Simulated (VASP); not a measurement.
Zn, 3 atoms in the cell. It takes space group C2/m (No. 12, monoclinic). The conventional cell has a = 4.536 Å, b = 2.617 Å, c = 7.472 Å, α = 90.00°, β = 102.30°, γ = 90.00°. Zn (site symmetry 2/m) has 12 Zn at 2.62 to 2.89 Å within 3.5 Å. Within 3.5 Å of Zn (site symmetry m) lie 12 Zn at 2.62 to 2.89 Å. 

| Property | Result |
| --- | --- |
| Program | VASP 6.6.1 |
| Task | single point |
| Functional | LDA |
| Potentials or basis | VASP PAW LDA potentials, release 64 (Zn) |
| Cutoff | 500 eV |
| k mesh | 4 × 4 × 2 |
| Occupations | methfessel-paxton, width 0.33 eV |
| Spin | no spin polarisation |
| Dipole correction | no |
| Charge | -0.5 |
| Further INCAR settings | ALGO = Normal; EDIFF = 1e-06; NBANDS = 25; NELECT = 36.5 |

Potentials or basis: VASP PAW LDA potentials, release 64 (Zn).

Command:

```sh
$ cat potpaw_LDA.64/Zn/POTCAR > POTCAR
$ mpirun -np 1 vasp_std > vasp.out
```

Hardware: 1 thread of Intel Xeon 8259CL, with other jobs on the host.

Task: Estimate the wall time of this run.

Result: Run time: 26 s on 1 thread of Intel Xeon 8259CL, with other jobs on the host, peak memory 0.14 GiB. Counts: scf iterations 12, k points 14.
